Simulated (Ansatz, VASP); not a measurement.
## Be16F in VASP and in Ansatz

```
Be F
1.0
    -2.29000   -3.96640    0.00000
     3.43500   -1.98320    0.00000
     0.00000    0.00000    7.17686
Be F
16 1
Direct
  0.72399 0.50895 0.00290
  0.50646 0.32851 0.25394
  0.75004 0.50463 0.49027
  0.54093 0.32844 0.73381
  0.54098 0.00536 0.01659
  0.26511 0.83539 0.25483
  0.50643 0.00548 0.49657
  0.28094 0.82489 0.73859
  0.28075 0.50852 0.01190
  0.99943 0.33619 0.24807
  0.26501 0.49865 0.49566
  0.99567 0.42703 0.72562
  0.99537 0.90614 0.02503
  0.74993 0.82934 0.26029
  0.99938 0.99778 0.50251
  0.72418 0.82464 0.74757
  0.12407 0.16662 0.87543
```

Alike in both runs: functional PBEsol; k mesh 5 × 6 × 4; occupations gaussian, width 0.15 eV; no spin polarisation.

Ansatz relaxed the structure, and its values are those at the end. VASP's run is a single point on that final structure, the one shown.

```csv
,VASP,Ansatz
version,VASP 6.6.1,Ansatz 0.2.0
potentials or method,"VASP PAW PBE potentials, release 64 (Be, F), cutoff 520 eV","scalar-relativistic, plane waves, PAW"
valence electrons in the cell,39,39
```

|  | VASP | Ansatz | Ansatz less VASP |
| --- | --- | --- | --- |
| rms of the force components (eV/Å) | 0.013 | 0.007 | -0.0058 |

VASP's potentials were made for PBE, not for PBEsol. With one functional, cell and mesh, what is left measures potentials, basis and numerics.
